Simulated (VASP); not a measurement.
# KMgF3 (R-3m) in VASP: a series of runs

KMgF3 is run at these levels: LDA; tasks: single point.

Everything below comes from runs of VASP 6.6.1. Logs are shortened: lines on timing, memory, paths and dates and some standing lists are left out, and cuts for length are marked.

### 1 The cell of the first run

The structure is trigonal, space group R-3m (No. 166). Conventional cell: a = 4.474 Å, b = 4.474 Å, c = 10.959 Å, α = 90.00°, β = 90.00°, γ = 120.00°. Within 3.0 Å of K (site symmetry -3m) lie 6 F at 2.24 Å. Mg (site symmetry -3m) has 6 F at 2.24 Å within 3.0 Å. F (site symmetry 2/m) has 2 K at 2.24 Å and 2 Mg at 2.24 Å and 4 F at 2.24 Å within 3.0 Å.

### 2 Single point, LDA

INCAR reads:

```
SYSTEM = KMgF3
  PREC = Accurate
  ENCUT = 520
  EDIFF = 1E-6
  ISMEAR = 0
  SIGMA = 0.05
  LREAL = .False.
  LASPH = .True.
  NELM = 100
  ALGO = Normal
  ISIF = 2
  LWAVE = .False.
  LCHARG = .True.
  GGA = CA
  LELF = .True.
  LVHAR = .True.
  NBANDS = 24
```

KPOINTS reads:

```
Automatic mesh
0
Gamma
  6 6 6
  0 0 0
```

POSCAR reads:

```
KMgF3
1.0
    4.2181479020      1.0545369755      1.0545369755
    1.0545369755      4.2181479020      1.0545369755
    1.0545369755      1.0545369755      4.2181479020
K Mg F
1 1 3
Direct
    0.5000000000      0.5000000000      0.5000000000
    0.0000000000      0.0000000000      0.0000000000
    0.5000000000      0.0000000000      0.0000000000
    0.0000000000      0.5000000000      0.0000000000
    0.0000000000      0.0000000000      0.5000000000
```

Potentials or basis: VASP PAW LDA potentials, release 64 (K_sv, Mg, F).

Run with:

```sh
$ cat potpaw_LDA.64/K_sv/POTCAR potpaw_LDA.64/Mg/POTCAR potpaw_LDA.64/F/POTCAR > POTCAR
$ mpirun -np 1 vasp_std > vasp.out
```

OUTCAR:

```text
SYSTEM = KMgF3
   PREC = Accurate
   ENCUT = 520
   EDIFF = 1E-6
   ISMEAR = 0
   LREAL = .False.
   LASPH = .True.
   NELM = 100
   ISIF = 2
   GGA = CA

 ion  position               nearest neighbor table
   1  0.500  0.500  0.500-   3 2.24   4 2.24   3 2.24   5 2.24   4 2.24   5 2.24   2 3.16   2 3.16
                             2 3.16   2 3.16   2 3.16   2 3.16
   2  0.000  0.000  0.000-   3 2.24   4 2.24   4 2.24   3 2.24   5 2.24   5 2.24   1 3.16   1 3.16
                             1 3.16   1 3.16   1 3.16   1 3.16
   3  0.500  0.000  0.000-   2 2.24   2 2.24   1 2.24   1 2.24
   4  0.000  0.500  0.000-   2 2.24   2 2.24   1 2.24   1 2.24
   5  0.000  0.000  0.500-   2 2.24   2 2.24   1 2.24   1 2.24

  LATTYP: Found a face centered cubic cell.
 ALAT       =     6.3272218530

  Lattice vectors:

 A1 = (   4.2181479020,   1.0545369755,   1.0545369755)
 A2 = (   1.0545369755,   4.2181479020,   1.0545369755)
 A3 = (   1.0545369755,   1.0545369755,   4.2181479020)

Analysis of symmetry for initial positions (statically):
=====================================================================
 Subroutine PRICEL returns:
 Original cell was already a primitive cell.

 Routine SETGRP: Setting up the symmetry group for a
 face centered cubic supercell.

 Subroutine GETGRP returns: Found 12 space group operations
 (whereof 12 operations were pure point group operations)
 out of a pool of 48 trial point group operations.

The static configuration has the point symmetry D_3d.

Analysis of symmetry for dynamics (positions and initial velocities):
=====================================================================
 Subroutine PRICEL returns:
 Original cell was already a primitive cell.

 Routine SETGRP: Setting up the symmetry group for a
 face centered cubic supercell.

 Subroutine GETGRP returns: Found 12 space group operations
 (whereof 12 operations were pure point group operations)
 out of a pool of 48 trial point group operations.

The dynamic configuration has the point symmetry D_3d.

 Subroutine INISYM returns: Found 12 space group operations
 (whereof 12 operations are pure point group operations),
 and found     1 'primitive' translations

----------------------------------------------------------------------------------------

                                     Primitive cell

  volume of cell :      63.3256

  direct lattice vectors                    reciprocal lattice vectors
     4.218147902  1.054536976  1.054536976     0.263412080 -0.052682416 -0.052682416
     1.054536976  4.218147902  1.054536976    -0.052682416  0.263412080 -0.052682416
     1.054536976  1.054536976  4.218147902    -0.052682416 -0.052682416  0.263412080

  length of vectors
     4.474021478  4.474021478  4.474021478     0.273745863  0.273745863  0.273745863

  position of ions in fractional coordinates (direct lattice)
     0.500000000  0.500000000  0.500000000
     0.000000000  0.000000000  0.000000000
     0.500000000  0.000000000  0.000000000
     0.000000000  0.500000000  0.000000000
     0.000000000  0.000000000  0.500000000

  ion indices of the primitive-cell ions
   primitive index   ion index
                 1           1
                 2           2
                 3           3
                 4           4
                 5           5

----------------------------------------------------------------------------------------

 KPOINTS: Automatic mesh

Automatic generation of k-mesh.
 Grid dimensions read from file:
 generate k-points for:    6    6    6

 Generating k-lattice:

  Cartesian coordinates                     Fractional coordinates (reciprocal lattice)
     0.043902013 -0.008780403 -0.008780403     0.166666667  0.000000000  0.000000000
    -0.008780403  0.043902013 -0.008780403     0.000000000  0.166666667  0.000000000
    -0.008780403 -0.008780403  0.043902013     0.000000000  0.000000000  0.166666667

  Length of vectors
     0.045624311  0.045624311  0.045624311

  Shift w.r.t. Gamma in fractional coordinates (k-lattice)
     0.000000000  0.000000000  0.000000000

 Subroutine IBZKPT returns following result:
 ===========================================

 Found     32 irreducible k-points:

 Following reciprocal coordinates:
            Coordinates               Weight
  0.000000  0.000000  0.000000      1.000000
  0.166667  0.000000  0.000000      6.000000
  0.166667  0.166667  0.166667      2.000000
  0.333333  0.000000  0.000000      6.000000
  0.333333  0.333333  0.333333      2.000000
  0.500000 -0.000000 -0.000000      3.000000
[... 16 lines left out ...]
  0.500000  0.166667  0.500000      6.000000
 -0.333333  0.333333  0.000000      6.000000
 [... further k-points ...]
   k-points           NKPTS =     32   k-points in BZ     NKDIM =     32   number of bands    NBANDS=     24
   number of dos      NEDOS =    301   number of ions     NIONS =      5
   total plane-waves  NPLWV =  46656
   dimension x,y,z NGX =    36 NGY =   36 NGZ =   36
   dimension x,y,z NGXF=    72 NGYF=   72 NGZF=   72
   ions per type =               1   1   3
   NGX,Y,Z   is equivalent  to a cutoff of  13.38, 13.38, 13.38 a.u.
   NGXF,Y,Z  is equivalent  to a cutoff of  26.75, 26.75, 26.75 a.u.
 SYSTEM =  KMgF3
   PREC   = accura    normal or accurate (medium, high low for compatibility)
   ISTART =      0    job   : 0-new  1-cont  2-samecut
   ICHARG =      2    charge: 1-file 2-atom 10-const
   ISPIN  =      1    spin polarized calculation?
   LNONCOLLINEAR =      F non collinear calculations
   LSORBIT =      F    spin-orbit coupling
   LASPH  =      T    aspherical Exc in radial PAW
   ENCUT  =  520.0 eV  38.22 Ry    6.18 a.u.   8.32  8.32  8.32*2*pi/ulx,y,z
   NELM   =    100;   NELMIN=  2; NELMDL= -5     # of ELM steps
   EDIFF  = 0.1E-05   stopping-criterion for ELM
   LREAL  =      F    real-space projection
   EDIFFG = 0.1E-04   stopping-criterion for IOM
   NSW    =      0    number of steps for IOM
   IBRION =     -1    ionic relax: 0-MD 1-quasi-New 2-CG
   NFREE  =      0    steps in history (QN), initial steepest desc. (CG)
   ISIF   =      2    stress and relaxation
   ISYM   =      2    0-nonsym 1-usesym 2-fastsym
   POTIM  = 0.5000    time-step for ionic-motion
   TEBEG  =    0.0;   TEEND  =   0.0 temperature during run
   PSTRESS=    0.0 pullay stress
   NELECT =      32.0000    total number of electrons
   NUPDOWN=      -1.0000    fix difference up-down
   EMIN   =  10.00;   EMAX   =-10.00  energy-range for DOS
   EFERMI =   0.00;   METHOD = LEGACY
   ISMEAR =     0;   SIGMA  =   0.05  broadening in eV -4-tet -1-fermi 0-gaus
   EFERMI_NEDOS =   21; number of points for ismear=-14 and -15
   IALGO  =     38    algorithm
   IMIX   =      4    mixing-type and parameters
     AMIX     =   0.40;   BMIX     =  1.00
     AMIX_MAG =   1.60;   BMIX_MAG =  1.00
  volume/ion in A,a.u.               =      12.67        85.47
  Fermi-wavevector in a.u.,A,eV,Ry     =   1.303962  2.464132 23.134232  1.700318
  Thomas-Fermi vector in A             =   2.434930
   LORBIT       =      0    0 simple, 1 ext, 2 COOP (PROOUT), +10 PAW based schemes
   GGA     = CA    functional components
   LHFCALC =     F    Hartree Fock is set to
   AEXX    =    0.0000 exact exchange contribution
   IVDW    =     0    specifies the selected vdW correction
   LEPSILON=     F    determine dielectric tensor
   LRPA    =     F    only Hartree local field effects (RPA)
 non-spin polarized calculation
 Gauss-broadening in eV      SIGMA  =   0.05
  energy-cutoff  :      520.00
  volume of cell :       63.33
 maximum number of plane-waves:      1724
 NGX is ok and might be reduce to    36

 number of electron      32.0000026 magnetization

 Free energy of the ion-electron system (eV)
  ---------------------------------------------------
  ext. energy  EPLUGINS =         0.00000000
  ---------------------------------------------------
  free energy    TOTEN  =       -20.29508659 eV

  energy without entropy =      -20.29508653  energy(sigma->0) =      -20.29508656

 E-fermi :   1.4889     XC(G=0): -10.1604

 val. band max:        1.3251819447   @ k =   0.5000   0.5000   0.5000
 cond. band min:       1.6338517622   @ k =   0.0000   0.0000   0.0000
 fundamental gap:      0.3086698175
 Fermi energy:         1.4888931513

 k-point     1 :       0.0000    0.0000    0.0000
  band No.  band energies     occupation
      1     -25.9519      2.00000
      2     -20.5886      2.00000
      3     -19.2558      2.00000
      4     -19.2558      2.00000
      5     -10.3260      2.00000
      6     -10.3260      2.00000
[... 16 lines left out ...]
     23      12.3765      0.00000
     24      12.3765      0.00000

 k-point     2 :       0.1667    0.0000    0.0000
  band No.  band energies     occupation
      1     -25.9135      2.00000
      2     -20.6098      2.00000
      3     -19.3942      2.00000
      4     -19.2780      2.00000
      5     -10.1858      2.00000
      6      -9.9950      2.00000
[... 16 lines left out ...]
     23      12.8352      0.00000
     24      12.9536      0.00000

 k-point     3 :       0.1667    0.1667    0.1667
  band No.  band energies     occupation
      1     -25.9458      2.00000
      2     -20.5800      2.00000
      3     -19.2572      2.00000
      4     -19.2572      2.00000
      5     -10.3336      2.00000
      6     -10.3336      2.00000
[... 16 lines left out ...]
     23      12.7893      0.00000
     24      13.1123      0.00000

 k-point     4 :       0.3333    0.0000    0.0000
  band No.  band energies     occupation
      1     -25.8335      2.00000
      2     -20.6586      2.00000
      3     -19.6505      2.00000
      4     -19.3208      2.00000
      5      -9.9258      2.00000
      6      -9.8873      2.00000
[... 16 lines left out ...]
     23      13.2363      0.00000
     24      14.2763      0.00000

 k-point     5 :       0.3333    0.3333    0.3333
  band No.  band energies     occupation
      1     -25.9334      2.00000
      2     -20.5607      2.00000
      3     -19.2590      2.00000
      4     -19.2590      2.00000
      5     -10.3491      2.00000
      6     -10.3491      2.00000
[... 16 lines left out ...]
     23      11.9027      0.00000
     24      13.3720      0.00000

 k-point     6 :       0.5000   -0.0000   -0.0000
  band No.  band energies     occupation
      1     -25.7917      2.00000
      2     -20.6889      2.00000
      3     -19.7686      2.00000
      4     -19.3421      2.00000
      5      -9.9254      2.00000
      6      -9.7273      2.00000
[... 16 lines left out ...]
     23      14.1530      0.00000
     24      14.9606      0.00000
[... 379 lines left out ...]
 k-point    21 :       0.5000    0.3333    0.0000
  band No.  band energies     occupation
      1     -25.7872      2.00000
      2     -20.5852      2.00000
      3     -19.9748      2.00000
      4     -19.2302      2.00000
      5      -9.9882      2.00000
      6      -9.6279      2.00000
[... 16 lines left out ...]
     23      13.5656      0.00000
     24      14.6639      0.00000

 k-point    22 :       0.3333    0.3333   -0.1667
  band No.  band energies     occupation
      1     -25.7868      2.00000
      2     -20.6596      2.00000
      3     -19.7819      2.00000
      4     -19.3516      2.00000
      5      -9.9897      2.00000
      6      -9.7462      2.00000
[... 16 lines left out ...]
     23      13.1461      0.00000
     24      14.6244      0.00000

 k-point    23 :       0.5000    0.1667    0.5000
  band No.  band energies     occupation
      1     -25.8221      2.00000
      2     -20.6217      2.00000
      3     -19.6638      2.00000
      4     -19.3316      2.00000
      5     -10.0660      2.00000
      6      -9.9134      2.00000
[... 16 lines left out ...]
     23      13.0397      0.00000
     24      14.2824      0.00000

 k-point    24 :      -0.3333    0.3333    0.0000
  band No.  band energies     occupation
      1     -25.7691      2.00000
      2     -20.3765      2.00000
      3     -20.3444      2.00000
      4     -19.1526      2.00000
      5      -9.9547      2.00000
      6      -9.2052      2.00000
[... 16 lines left out ...]
     23      13.5753      0.00000
     24      14.3986      0.00000

 [... further k-points ...]

------------------------ aborting loop because EDIFF is reached ----------------------------------------

  FORCE on cell =-STRESS in cart. coord.  units (eV):
  Direction    XX          YY          ZZ          XY          YZ          ZX
  --------------------------------------------------------------------------------------
  -------------------------------------------------------------------------------------
  Total        6.8725577      6.8725577      6.8725577    -11.5473478    -11.5473478    -11.5473478
  in kB      173.8800597    173.8800597    173.8800597   -292.1552080   -292.1552080   -292.1552080
  external PRESSURE =     173.8800597 kB  Pullay stress =       0.0000000 kB

 VOLUME and BASIS-vectors are now :
 -----------------------------------------------------------------------------
  energy-cutoff  :      520.00
  volume of cell :       63.33
      direct lattice vectors                 reciprocal lattice vectors
     4.218147902  1.054536976  1.054536976     0.263412080 -0.052682416 -0.052682416
     1.054536976  4.218147902  1.054536976    -0.052682416  0.263412080 -0.052682416
     1.054536976  1.054536976  4.218147902    -0.052682416 -0.052682416  0.263412080

 POSITION                                       TOTAL-FORCE (eV/Angst)
 -----------------------------------------------------------------------------------
      3.16361      3.16361      3.16361         0.000000     -0.000000      0.000000
      0.00000      0.00000      0.00000        -0.000000      0.000000     -0.000000
      2.10907      0.52727      0.52727         0.000000      0.000000     -0.000000
      0.52727      2.10907      0.52727        -0.000000      0.000000     -0.000000
      0.52727      0.52727      2.10907         0.000000     -0.000000      0.000000
 -----------------------------------------------------------------------------------
    total drift:                                0.000000      0.000000     -0.000000

  FREE ENERGIE OF THE ION-ELECTRON SYSTEM (eV)
  ---------------------------------------------------
  free  energy   TOTEN  =       -20.2950865901 eV

  energy  without entropy=      -20.2950865282  energy(sigma->0) =      -20.29508656
```

Run time: 85 s. Hardware: 1 thread of Intel Xeon 8259CL, shared host; peak memory 0.2 GiB.

What came out:

| Property | Result |
| --- | --- |
| Free energy | -20.2951 eV |
| Pressure | 17.4 GPa |
| Band gap on the k mesh | 0.31 eV |

Caveat: the cell stands under pressure.

### 3 Single point, LDA

This run uses another cell than the first one, of the same volume but with other edges.

INCAR reads:

```
ALGO = Normal
EDIFF = 1E-6
ENCUT = 520
ISIF = 2
ISMEAR = 0
LASPH = T
LCHARG = F
LREAL = F
LWAVE = F
NBANDS = 24
NELM = 60
PREC = Accurate
SIGMA = 0.05
```

KPOINTS reads:

```
k-points
0
Gamma
  6 6 6
```

Edit POSCAR of step 2 so:

```diff
@@ -2,5 +2,5 @@
 1.0
-    4.2181479020      1.0545369755      1.0545369755
-    1.0545369755      4.2181479020      1.0545369755
-    1.0545369755      1.0545369755      4.2181479020
+    4.0360355723     -0.4319004856     -0.4319004856
+   -0.4319004856      4.0360355723     -0.4319004856
+   -0.4319004856     -0.4319004856      4.0360355723
 K Mg F
```

Potentials or basis: VASP PAW LDA potentials, release 64 (K_sv, Mg, F).

Run with:

```sh
$ cat potpaw_LDA.64/K_sv/POTCAR potpaw_LDA.64/Mg/POTCAR potpaw_LDA.64/F/POTCAR > POTCAR
$ mpirun -np 1 vasp_std > vasp.out
```

Run time: 56 s. Hardware: 1 thread of Intel Xeon 8259CL, shared host; peak memory 0.18 GiB.

Results (log left out):

- Free energy: -25.6882 eV
- Pressure: -3.3 GPa
- Band gap on the k mesh: 5.98 eV (least direct gap 6.07 eV)

Stress tensor (GPa, compression positive):
```
-3.28 10.10 10.10
10.10 -3.28 10.10
10.10 10.10 -3.28
```

Levels at points of the mesh, in eV from the valence-band top:
| k point | band 12 | band 13 | band 14 | band 15 | band 16 | band 17 | band 18 | band 19 | band 20 | band 21 |
| --- | --- | --- | --- | --- | --- | --- | --- | --- | --- | --- |
| (0.00, 0.00, 0.00) | -1.30 | -1.30 | -0.15 | -0.09 | -0.09 | 5.98 | 8.72 | 8.72 | 9.24 | 12.23 |
| (0.50, 0.00, 0.00) | -1.67 | -1.19 | -1.11 | -1.10 | -0.18 | 8.98 | 9.18 | 9.75 | 10.37 | 12.27 |
| (0.50, 0.50, 0.00) | -1.46 | -1.26 | -1.17 | -1.12 | -0.05 | 9.01 | 10.13 | 10.97 | 11.56 | 12.25 |
| (0.50, 0.50, 0.50) | -1.64 | -1.41 | -0.04 | -0.04 | 0.00 | 8.28 | 10.27 | 10.27 | 12.41 | 12.56 |

Caveat: the cell stands under tension.
